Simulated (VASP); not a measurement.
# ZnO (P6_3mc) in VASP: notebook, part 2 of 2

VASP 6.6.1. Earlier steps stand in the parts before.

**4. Single point, LDA (zz strain of +1 %)**

Contents of INCAR:

```
PREC = Accurate
ENCUT = 600
EDIFF = 1E-6
ISMEAR = -1
SIGMA = 0.02
LREAL = False
LASPH = True
NELM = 120
ALGO = Normal
ISIF = 2
LWAVE = False
LCHARG = True
GGA = CA
LELF = True
LVHAR = True
NBANDS = 26
GGA_COMPAT = False
```

Contents of KPOINTS:

```
regular mesh
0
Gamma
  11 11 6
```

Contents of POSCAR:

```
ZnO
1.0
    3.2493987239      0.0000000000      0.0000000000
   -1.6246993619      2.8140618419      0.0000000000
    0.0000000000      0.0000000000      5.2558380000
Zn O
2 2
Direct
    0.3333333333      0.6666666667      0.0000000000
    0.6666666667      0.3333333333      0.5000000000
    0.3333333333      0.6666666667      0.3821000000
    0.6666666667      0.3333333333      0.8821000000
```

Run with:

```
$ cat potpaw_LDA.64/Zn/POTCAR potpaw_LDA.64/O/POTCAR > POTCAR
$ mpirun -np 1 vasp_std > vasp.out
```

Wall time 96 s (1 thread of Intel Xeon 6975P-C (Granite Rapids), shared host); peak memory 0.2 GiB.

The run converged. Its results:

```
Free energy            : -21.1067 eV
Pressure               : -7.5 GPa
Largest force          : 0.107 eV/Å
Band gap on the k mesh : 0.72 eV, direct
```

Forces on the atoms (eV/Å):
```
Zn   0.000  0.000  0.107
Zn   0.000  0.000  0.107
O    0.000  0.000 -0.107
O    0.000  0.000 -0.107
```

Stress tensor (GPa, compression positive):
```
-7.02  0.00  0.00
 0.00 -7.02  0.00
 0.00  0.00 -8.42
```

Levels at points of the mesh, in eV from the valence-band top:
| k point | band 14 | band 15 | band 16 | band 17 | band 18 | band 19 | band 20 | band 21 | band 22 | band 23 |
| --- | --- | --- | --- | --- | --- | --- | --- | --- | --- | --- |
| (0.00, 0.00, 0.00) | -0.76 | -0.76 | -0.11 | 0.00 | 0.00 | 0.72 | 5.05 | 7.98 | 12.66 | 12.66 |
| (0.00, 0.00, 0.50) | -2.29 | -0.38 | -0.38 | -0.38 | -0.38 | 3.35 | 3.35 | 9.78 | 9.78 | 12.95 |

Caveat: the cell differs from its parent crystal (zz strain of +1 %).

**5. Single point, LDA (zz strain of +2 %)**

Contents of INCAR:

```
SYSTEM = ZnO
  ALGO = Normal
  EDIFF = 1E-6
  ENCUT = 600
  GGA = CA
  GGA_COMPAT = .False.
  ISIF = 2
  ISMEAR = -1
  LASPH = .True.
  LCHARG = .False.
  LREAL = .False.
  LWAVE = .False.
  NBANDS = 26
  NELM = 120
  PREC = Accurate
  SIGMA = 0.02
```

Contents of KPOINTS:

```
k-points
0
Gamma
  11 11 6
  0 0 0
```

Edit POSCAR of step 4 so:

```diff
@@ -4,3 +4,3 @@
    -1.6246993619      2.8140618419      0.0000000000
-    0.0000000000      0.0000000000      5.2558380000
+    0.0000000000      0.0000000000      5.3078760000
 Zn O
```

Potentials or basis: VASP PAW LDA potentials, release 64 (Zn, O).

Run with:

```
$ cat potpaw_LDA.64/Zn/POTCAR potpaw_LDA.64/O/POTCAR > POTCAR
$ mpirun -np 1 vasp_std > vasp.out
```

OUTCAR:

```text
SYSTEM = ZnO
   EDIFF = 1E-6
   ENCUT = 600
   GGA = CA
   ISIF = 2
   ISMEAR = -1
   LASPH = .True.
   LREAL = .False.
   NELM = 120
   PREC = Accurate

 ion  position               nearest neighbor table
   1  0.333  0.667  0.000-   4 1.98   4 1.98   4 1.98   3 2.03
   2  0.667  0.333  0.500-   3 1.98   3 1.98   3 1.98   4 2.03
   3  0.333  0.667  0.382-   2 1.98   2 1.98   2 1.98   1 2.03
   4  0.667  0.333  0.882-   1 1.98   1 1.98   1 1.98   2 2.03

  LATTYP: Found a hexagonal cell.
 ALAT       =     3.2493987239
 C/A-ratio  =     1.6334948250

[... 895 lines left out ...]
  --------------------------------------------------------------------------------------
  -------------------------------------------------------------------------------------
  Total       -2.2969259     -2.2969259     -3.2663487     -0.0000000      0.0000000      0.0000000
  in kB      -75.8228593    -75.8228593   -107.8240684     -0.0000000      0.0000000      0.0000000
  external PRESSURE =     -86.4899290 kB  Pullay stress =       0.0000000 kB

 VOLUME and BASIS-vectors are now :
 -----------------------------------------------------------------------------
  energy-cutoff  :      600.00
  volume of cell :       48.54
      direct lattice vectors                 reciprocal lattice vectors
     3.249398724  0.000000000  0.000000000     0.307749244  0.177679109  0.000000000
    -1.624699362  2.814061842  0.000000000     0.000000000  0.355358217  0.000000000
     0.000000000  0.000000000  5.307876000     0.000000000  0.000000000  0.188399277

 POSITION                                       TOTAL-FORCE (eV/Angst)
 -----------------------------------------------------------------------------------
     -0.00000      1.87604      0.00000        -0.000000      0.000000      0.157433
      1.62470      0.93802      2.65394        -0.000000      0.000000      0.157433
     -0.00000      1.87604      2.02814         0.000000      0.000000     -0.157433
      1.62470      0.93802      4.68208        -0.000000     -0.000000     -0.157433
 -----------------------------------------------------------------------------------
    total drift:                               -0.000000     -0.000000     -0.000151

  FREE ENERGIE OF THE ION-ELECTRON SYSTEM (eV)
  ---------------------------------------------------
  free  energy   TOTEN  =       -21.0792619397 eV

  energy  without entropy=      -21.0792619396  energy(sigma->0) =      -21.07926194
```

OSZICAR:

```text
N       E                     dE             d eps       ncg     rms          rms(c)
DAV:   1     0.310787031635E+03    0.31079E+03   -0.19722E+04  3368   0.221E+03
DAV:   2     0.107675741339E+02   -0.30002E+03   -0.28102E+03  3480   0.439E+02
DAV:   3    -0.233752795712E+02   -0.34143E+02   -0.33678E+02  3662   0.147E+02
DAV:   4    -0.241272986958E+02   -0.75202E+00   -0.74980E+00  3714   0.221E+01
DAV:   5    -0.241312557153E+02   -0.39570E-02   -0.39566E-02  3644   0.166E+00    0.141E+01
DAV:   6    -0.209962916563E+02    0.31350E+01   -0.61944E+00  5334   0.625E+01    0.883E+00
DAV:   7    -0.211476122237E+02   -0.15132E+00   -0.26935E+00  3486   0.168E+01    0.527E+00
DAV:   8    -0.211308285640E+02    0.16784E-01   -0.60129E-01  4438   0.708E+00    0.168E+00
DAV:   9    -0.210773879484E+02    0.53441E-01   -0.10394E-01  4792   0.652E+00    0.339E-01
DAV:  10    -0.210792791428E+02   -0.18912E-02   -0.34796E-02  3388   0.134E+00    0.798E-02
DAV:  11    -0.210792837027E+02   -0.45599E-05   -0.61419E-04  3954   0.587E-01    0.330E-02
DAV:  12    -0.210792605230E+02    0.23180E-04   -0.12811E-04  4252   0.371E-01    0.708E-03
DAV:  13    -0.210792632353E+02   -0.27123E-05   -0.17288E-05  4004   0.420E-02    0.930E-03
DAV:  14    -0.210792619352E+02    0.13001E-05   -0.24084E-06  2530   0.157E-02    0.167E-03
DAV:  15    -0.210792619397E+02   -0.45202E-08   -0.32939E-07  1708   0.897E-03
   1 F= -.21079262E+02 E0= -.21079262E+02  d E =-.119953E-09
```

stdout:

```text
POSCAR found type information on POSCAR ZnO
 POSCAR found :  2 types and       4 ions
 scaLAPACK will be used
 LDA part: xc-table for (Slater(with rela. corr.)+CA(PZ))
 , standard interpolation
 POSCAR, INCAR and KPOINTS ok, starting setup
 FFT: planning ... GRIDC
 FFT: planning ... GRID_SOFT
 FFT: planning ... GRID
 WAVECAR not read
 entering main loop
```

Run time: 94 s. Hardware: 1 thread of Intel Xeon 6975P-C (Granite Rapids), shared host; peak memory 0.2 GiB.

Results:

* Free energy: -21.0793 eV
* Pressure: -8.6 GPa
* Largest force: 0.157 eV/Å
* Band gap on the k mesh: 0.69 eV, direct

Forces in eV/Å, atoms in the order of the input:
```
Zn   0.000  0.000  0.157
Zn   0.000  0.000  0.157
O    0.000  0.000 -0.157
O    0.000  0.000 -0.157
```

Caveat: the cell differs from its parent crystal (zz strain of +2 %).

**6. Single point, LDA (zz strain of +3 %)**

Contents of INCAR:

```
  ALGO = Normal
  EDIFF = 1E-6
  ENCUT = 600
  GGA_COMPAT = F
  ISIF = 2
  ISMEAR = -1
  LASPH = T
  LCHARG = F
  LREAL = F
  LWAVE = F
  NBANDS = 26
  NELM = 120
  PREC = Accurate
  SIGMA = 0.02
```

Contents of KPOINTS:

```
k-points
0
Gamma
  11 11 6
```

Edit POSCAR of step 5 so:

```diff
@@ -4,3 +4,3 @@
    -1.6246993619      2.8140618419      0.0000000000
-    0.0000000000      0.0000000000      5.3078760000
+    0.0000000000      0.0000000000      5.3599140000
 Zn O
```

Potentials or basis: VASP PAW LDA potentials, release 64 (Zn, O).

Run with:

```
$ cat potpaw_LDA.64/Zn/POTCAR potpaw_LDA.64/O/POTCAR > POTCAR
$ mpirun -np 1 vasp_std > vasp.out
```

Run time: 1.8 min. Hardware: 1 thread of Intel Xeon 6975P-C (Granite Rapids), shared host; peak memory 0.21 GiB.

The run converged. Its results:

```yaml
Free_energy: -21.0452 eV
Pressure: -9.7 GPa
Largest_force: 0.193 eV/Å
Band_gap_on_the_k_mesh: 0.66 eV, direct
```

Forces in eV/Å, atoms in the order of the input:
```
Zn   0.000  0.000  0.193
Zn   0.000  0.000  0.193
O    0.000  0.000 -0.193
O    0.000  0.000 -0.193
```

Stress tensor (GPa, compression positive):
```
 -8.09   0.00   0.00
  0.00  -8.09   0.00
  0.00   0.00 -12.88
```

Levels at points of the mesh, in eV from the valence-band top:
| k point | band 16 | band 17 | band 18 | band 19 | band 20 | band 21 |
| --- | --- | --- | --- | --- | --- | --- |
| (0.00, 0.00, 0.00) | -0.15 | 0.00 | 0.00 | 0.66 | 5.02 | 7.73 |
| (0.00, 0.00, 0.50) | -0.34 | -0.34 | -0.34 | 3.26 | 3.26 | 9.55 |

Caveat: the cell differs from its parent crystal (zz strain of +3 %).

**7. The runs side by side**

| cell | gap on the mesh (eV) | pressure (GPa) | largest force (eV/Å) |
| --- | --- | --- | --- |
| a = 3.249, b = 3.249, c = 5.100 Å, angles 90.0, 90.0, 120.0°, 4 atoms | 0.80 | -3.4 | 0.15 |
| a = 3.249, b = 3.249, c = 5.152 Å, angles 90.0, 90.0, 120.0°, 4 atoms | 0.77 | -4.9 | 0.04 |
| a = 3.249, b = 3.249, c = 5.256 Å, angles 90.0, 90.0, 120.0°, 4 atoms | 0.72 | -7.5 | 0.11 |
| a = 3.249, b = 3.249, c = 5.308 Å, angles 90.0, 90.0, 120.0°, 4 atoms | 0.69 | -8.6 | 0.16 |
| a = 3.249, b = 3.249, c = 5.360 Å, angles 90.0, 90.0, 120.0°, 4 atoms | 0.66 | -9.7 | 0.19 |

Alike in all rows: task single point; level LDA; potentials or basis VASP PAW LDA potentials, release 64 (Zn, O); no spin polarisation; k mesh 11 × 11 × 6; cutoff (eV) 600; smearing fermi-dirac 0.02 eV.

Absolute energies hang on the potentials; compare differences alone.
